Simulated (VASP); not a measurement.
# Ca2TaO3 (P-3m1) in VASP: single point with PBE

Aim: the single point of Ca2TaO3 with PBE.

Program: VASP 6.6.1. These are calculated values, not measurements. Logs are shortened: lines on timing, memory, paths and dates and some standing lists are left out, and cuts for length are marked.

## Step 1: The cell of the first run

Symmetry: P-3m1, No. 164, trigonal system. Conventional cell: a = 4.257 Å, b = 4.257 Å, c = 6.834 Å, α = 90.00°, β = 90.00°, γ = 120.00°. Ca (site symmetry 3m) has 7 O at 2.55 to 2.97 Å and 3 Ta at 3.02 Å within 3.4 Å. Ta (site symmetry -3m) has 6 Ca at 3.02 Å and 8 O at 3.42 to 3.47 Å within 4.0 Å. O (site symmetry 3m) has 4 Ca at 2.55 to 2.64 Å and 6 O at 2.64 to 3.13 Å and 3 Ta at 3.47 Å within 3.5 Å. Within 3.5 Å of O (site symmetry -3m) lie 6 O at 2.64 Å and 6 Ca at 2.97 Å and 2 Ta at 3.42 Å.

The cell was generated, and may not be a known phase.

## Step 2: Single point, PBE

The input, INCAR:

```
  PREC = Accurate
  ENCUT = 600
  EDIFF = 1E-6
  ISMEAR = 0
  SIGMA = 0.1
  LREAL = F
  LASPH = T
  NELM = 120
  ALGO = Normal
  ISIF = 2
  LWAVE = F
  LCHARG = F
  GGA = PE
  NBANDS = 34
  GGA_COMPAT = F
```

The input, KPOINTS:

```
Automatic mesh
0
Gamma
  6 6 4
```

The input, POSCAR:

```
Ca2TaO3
1.0
    4.2566485000      0.0000000000      0.0000000000
   -2.1283242500      3.6863657300      0.0000000000
    0.0000000000      0.0000000000      6.8340407900
Ca Ta O
2 1 3
Direct
    0.6666666700      0.3333333300      0.7436280300
    0.3333333300      0.6666666700      0.2563719700
    0.0000000000      0.0000000000      0.0000000000
    0.6666666700      0.3333333300      0.3575947000
    0.3333333300      0.6666666700      0.6424053000
    0.0000000000      0.0000000000      0.5000000000
```

Potentials or basis: VASP PAW PBE potentials, release 64 (Ca_sv, Ta_pv, O).

Launch:

```console
$ cat potpaw_PBE.64/Ca_sv/POTCAR potpaw_PBE.64/Ta_pv/POTCAR potpaw_PBE.64/O/POTCAR > POTCAR
$ mpirun -np 1 vasp_std > vasp.out
```

OUTCAR:

```text
PREC = Accurate
   ENCUT = 600
   EDIFF = 1E-6
   ISMEAR = 0
   LREAL = F
   LASPH = T
   NELM = 120
   ISIF = 2
   GGA = PE

 ion  position               nearest neighbor table
   1  0.667  0.333  0.744-   5 2.55   5 2.55   5 2.55   3 3.02   3 3.02   3 3.02
   2  0.333  0.667  0.256-   4 2.55   4 2.55   4 2.55   3 3.02   3 3.02   3 3.02
   3  0.000  0.000  0.000-   1 3.02   2 3.02   2 3.02   1 3.02   1 3.02   2 3.02
   4  0.667  0.333  0.358-   2 2.55   2 2.55   2 2.55
   5  0.333  0.667  0.642-   1 2.55   1 2.55   1 2.55
   6  0.000  0.000  0.500-

  LATTYP: Found a hexagonal cell.
 ALAT       =     4.2566485000
 C/A-ratio  =     1.6054980321

  Lattice vectors:

 A1 = (   4.2566485000,   0.0000000000,   0.0000000000)
 A2 = (  -2.1283242500,   3.6863657300,   0.0000000000)
 A3 = (   0.0000000000,   0.0000000000,   6.8340407900)

Analysis of symmetry for initial positions (statically):
=====================================================================
 Subroutine PRICEL returns:
 Original cell was already a primitive cell.

 Routine SETGRP: Setting up the symmetry group for a
 hexagonal supercell.

 Subroutine GETGRP returns: Found 12 space group operations
 (whereof 12 operations were pure point group operations)
 out of a pool of 24 trial point group operations.

The static configuration has the point symmetry D_3d.

Analysis of symmetry for dynamics (positions and initial velocities):
=====================================================================
 Subroutine PRICEL returns:
 Original cell was already a primitive cell.

 Routine SETGRP: Setting up the symmetry group for a
 hexagonal supercell.

 Subroutine GETGRP returns: Found 12 space group operations
 (whereof 12 operations were pure point group operations)
 out of a pool of 24 trial point group operations.

The dynamic configuration has the point symmetry D_3d.

 Subroutine INISYM returns: Found 12 space group operations
 (whereof 12 operations are pure point group operations),
 and found     1 'primitive' translations

----------------------------------------------------------------------------------------

                                     Primitive cell

  volume of cell :     107.2368

  direct lattice vectors                    reciprocal lattice vectors
     4.256648500  0.000000000  0.000000000     0.234926610  0.135634941  0.000000000
    -2.128324250  3.686365730  0.000000000     0.000000000  0.271269883  0.000000000
     0.000000000  0.000000000  6.834040790     0.000000000  0.000000000  0.146326314

  length of vectors
     4.256648500  4.256648495  6.834040790     0.271269883  0.271269883  0.146326314

  position of ions in fractional coordinates (direct lattice)
     0.666666670  0.333333330  0.743628030
     0.333333330  0.666666670  0.256371970
     0.000000000  0.000000000  0.000000000
     0.666666670  0.333333330  0.357594700
     0.333333330  0.666666670  0.642405300
     0.000000000  0.000000000  0.500000000

  ion indices of the primitive-cell ions
   primitive index   ion index
                 1           1
                 2           2
                 3           3
                 4           4
                 5           5
                 6           6

----------------------------------------------------------------------------------------

 KPOINTS: Automatic mesh

Automatic generation of k-mesh.
 Grid dimensions read from file:
 generate k-points for:    6    6    4

 Generating k-lattice:

  Cartesian coordinates                     Fractional coordinates (reciprocal lattice)
     0.039154435  0.022605824  0.000000000     0.166666667  0.000000000  0.000000000
     0.000000000  0.045211647  0.000000000     0.000000000  0.166666667  0.000000000
     0.000000000  0.000000000  0.036581579     0.000000000  0.000000000  0.250000000

  Length of vectors
     0.045211647  0.045211647  0.036581579

  Shift w.r.t. Gamma in fractional coordinates (k-lattice)
     0.000000000  0.000000000  0.000000000

 Subroutine IBZKPT returns following result:
 ===========================================

 Found     24 irreducible k-points:

 Following reciprocal coordinates:
            Coordinates               Weight
  0.000000  0.000000  0.000000      1.000000
  0.166667  0.000000  0.000000      6.000000
  0.333333  0.000000  0.000000      6.000000
  0.500000  0.000000  0.000000      3.000000
  0.166667  0.166667  0.000000      6.000000
  0.333333  0.166667  0.000000     12.000000
[... 16 lines left out ...]
  0.333333  0.166667  0.500000     12.000000
  0.333333  0.333333  0.500000      2.000000
   k-points           NKPTS =     24   k-points in BZ     NKDIM =     24   number of bands    NBANDS=     34
   number of dos      NEDOS =    301   number of ions     NIONS =      6
   total plane-waves  NPLWV =  72576
   dimension x,y,z NGX =    36 NGY =   36 NGZ =   56
   dimension x,y,z NGXF=    72 NGYF=   72 NGZF=  112
   ions per type =               2   1   3
   NGX,Y,Z   is equivalent  to a cutoff of  14.06, 14.06, 13.62 a.u.
   NGXF,Y,Z  is equivalent  to a cutoff of  28.12, 28.12, 27.25 a.u.
 SYSTEM =  unknown system
   PREC   = accura    normal or accurate (medium, high low for compatibility)
   ISTART =      0    job   : 0-new  1-cont  2-samecut
   ICHARG =      2    charge: 1-file 2-atom 10-const
   ISPIN  =      1    spin polarized calculation?
   LNONCOLLINEAR =      F non collinear calculations
   LSORBIT =      F    spin-orbit coupling
   LASPH  =      T    aspherical Exc in radial PAW
   ENCUT  =  600.0 eV  44.10 Ry    6.64 a.u.   8.50  8.50 13.65*2*pi/ulx,y,z
   NELM   =    120;   NELMIN=  2; NELMDL= -5     # of ELM steps
   EDIFF  = 0.1E-05   stopping-criterion for ELM
   LREAL  =      F    real-space projection
   EDIFFG = 0.1E-04   stopping-criterion for IOM
   NSW    =      0    number of steps for IOM
   IBRION =     -1    ionic relax: 0-MD 1-quasi-New 2-CG
   NFREE  =      0    steps in history (QN), initial steepest desc. (CG)
   ISIF   =      2    stress and relaxation
   ISYM   =      2    0-nonsym 1-usesym 2-fastsym
   POTIM  = 0.5000    time-step for ionic-motion
   TEBEG  =    0.0;   TEEND  =   0.0 temperature during run
   PSTRESS=    0.0 pullay stress
   NELECT =      49.0000    total number of electrons
   NUPDOWN=      -1.0000    fix difference up-down
   EMIN   =  10.00;   EMAX   =-10.00  energy-range for DOS
   EFERMI =   0.00;   METHOD = LEGACY
   ISMEAR =     0;   SIGMA  =   0.10  broadening in eV -4-tet -1-fermi 0-gaus
   EFERMI_NEDOS =   21; number of points for ismear=-14 and -15
   IALGO  =     38    algorithm
   IMIX   =      4    mixing-type and parameters
     AMIX     =   0.40;   BMIX     =  1.00
     AMIX_MAG =   1.60;   BMIX_MAG =  1.00
  volume/ion in A,a.u.               =      17.87       120.61
  Fermi-wavevector in a.u.,A,eV,Ry     =   1.260934  2.382819 21.632636  1.589954
  Thomas-Fermi vector in A             =   2.394418
   LORBIT       =      0    0 simple, 1 ext, 2 COOP (PROOUT), +10 PAW based schemes
   GGA     = PE    functional components
   LHFCALC =     F    Hartree Fock is set to
   AEXX    =    0.0000 exact exchange contribution
   IVDW    =     0    specifies the selected vdW correction
   LEPSILON=     F    determine dielectric tensor
   LRPA    =     F    only Hartree local field effects (RPA)
 non-spin polarized calculation
 Gauss-broadening in eV      SIGMA  =   0.10
  energy-cutoff  :      600.00
  volume of cell :      107.24
 maximum number of plane-waves:      3609
 NGX is ok and might be reduce to    36
   NGX = 17   NGY = 17   NGZ = 27

 number of electron      49.0000000 magnetization

 Free energy of the ion-electron system (eV)
  ---------------------------------------------------
  ext. energy  EPLUGINS =         0.00000000
  ---------------------------------------------------
  free energy    TOTEN  =       -28.95021699 eV

  energy without entropy =      -28.88597412  energy(sigma->0) =      -28.91809555

 E-fermi :   1.9294     XC(G=0):  -9.9388

 val. band max:        1.9246043357   @ k =   0.0000   0.0000   0.0000
 cond. band min:       1.9316034857   @ k =   0.3333   0.0000   0.5000
 fundamental gap:      0.0069991500
 Fermi energy:         1.9293723021

 k-point     1 :       0.0000    0.0000    0.0000
  band No.  band energies     occupation
      1     -37.2940      2.00000
      2     -37.2912      2.00000
      3     -33.5780      2.00000
      4     -33.1949      2.00000
      5     -33.1949      2.00000
      6     -18.4415      2.00000
[... 26 lines left out ...]
     33       8.1118      0.00000
     34       8.1122      0.00000

 k-point     2 :       0.1667    0.0000    0.0000
  band No.  band energies     occupation
      1     -37.2934      2.00000
      2     -37.2898      2.00000
      3     -33.5792      2.00000
      4     -33.1971      2.00000
      5     -33.1959      2.00000
      6     -18.4318      2.00000
[... 26 lines left out ...]
     33       8.0548      0.00000
     34       8.0913      0.00000

 k-point     3 :       0.3333    0.0000    0.0000
  band No.  band energies     occupation
      1     -37.2919      2.00000
      2     -37.2870      2.00000
      3     -33.5817      2.00000
      4     -33.2014      2.00000
      5     -33.1979      2.00000
      6     -18.4442      2.00000
[... 26 lines left out ...]
     33       8.0400      0.00000
     34       8.1675      0.00000
[... 704 lines left out ...]
 k-point    23 :       0.3333    0.1667    0.5000
  band No.  band energies     occupation
      1     -37.2892      2.00000
      2     -37.2876      2.00000
      3     -33.5829      2.00000
      4     -33.2028      2.00000
      5     -33.1997      2.00000
      6     -18.4602      2.00000
[... 26 lines left out ...]
     33       7.9090      0.00000
     34       8.0112      0.00000

 k-point    24 :       0.3333    0.3333    0.5000
  band No.  band energies     occupation
      1     -37.2879      2.00000
      2     -37.2879      2.00000
      3     -33.5835      2.00000
      4     -33.2021      2.00000
      5     -33.2021      2.00000
      6     -18.4487      2.00000
[... 26 lines left out ...]
     33       7.8269      0.00000
     34       8.1226      0.00000

------------------------ aborting loop because EDIFF is reached ----------------------------------------

  FORCE on cell =-STRESS in cart. coord.  units (eV):
  Direction    XX          YY          ZZ          XY          YZ          ZX
  --------------------------------------------------------------------------------------
  -------------------------------------------------------------------------------------
  Total       -2.9193236     -2.9193236     -7.1687258     -0.0000000      0.0000000      0.0000000
  in kB      -43.6163226    -43.6163225   -107.1047607     -0.0000000      0.0000000      0.0000000
  external PRESSURE =     -64.7791353 kB  Pullay stress =       0.0000000 kB

 VOLUME and BASIS-vectors are now :
 -----------------------------------------------------------------------------
  energy-cutoff  :      600.00
  volume of cell :      107.24
      direct lattice vectors                 reciprocal lattice vectors
     4.256648500  0.000000000  0.000000000     0.234926610  0.135634941  0.000000000
    -2.128324250  3.686365730  0.000000000     0.000000000  0.271269883  0.000000000
     0.000000000  0.000000000  6.834040790     0.000000000  0.000000000  0.146326314

 POSITION                                       TOTAL-FORCE (eV/Angst)
 -----------------------------------------------------------------------------------
      2.12832      1.22879      5.08198        -0.000000      0.000000     -4.555882
     -0.00000      2.45758      1.75206         0.000000     -0.000000      4.555882
      0.00000      0.00000      0.00000         0.000000      0.000000      0.000000
      2.12832      1.22879      2.44382        -0.000000     -0.000000     -2.269259
     -0.00000      2.45758      4.39022         0.000000      0.000000      2.269259
      0.00000      0.00000      3.41702         0.000000      0.000000      0.000000
 -----------------------------------------------------------------------------------
    total drift:                                0.000000      0.000000     -0.000000

  FREE ENERGIE OF THE ION-ELECTRON SYSTEM (eV)
  ---------------------------------------------------
  free  energy   TOTEN  =       -28.9502169906 eV

  energy  without entropy=      -28.8859741167  energy(sigma->0) =      -28.91809555
```

It took 5 min on 1 thread of AMD EPYC 7R13, shared host; peak memory 0.29 GiB.

Results:

| Item | Value |
| --- | --- |
| Free energy | -28.9502 eV |
| Pressure | -6.5 GPa |
| Largest force | 4.556 eV/Å |
| Band gap on the k mesh | zero (an odd number of electrons rules out a gap without spin polarisation) |

Forces on the atoms (eV/Å):
```
Ca   0.000  0.000 -4.556
Ca   0.000  0.000  4.556
Ta   0.000  0.000  0.000
O    0.000  0.000 -2.269
O    0.000  0.000  2.269
O    0.000  0.000  0.000
```

Levels at points of the mesh, in eV from the Fermi level:
```tsv
k point	band 22	band 23	band 24	band 25	band 26	band 27
(0.00, 0.00, 0.00)	-1.09	-0.36	-0.36	-0.10	-0.10	0.00
(0.50, 0.00, 0.00)	-0.76	-0.10	0.05	0.08	0.09	0.38
(0.00, 0.00, 0.50)	-0.52	-0.37	-0.37	-0.24	-0.24	0.67
(0.50, 0.00, 0.50)	-0.95	0.03	0.06	0.12	0.29	0.67
```

Caveat: the stress differs along the axes, from -11 to -4 GPa; spin-orbit coupling is left out, which moves the levels of the heavy elements; an odd number of electrons without spin polarisation forces a metal; a magnetic or distorted state may lie lower.
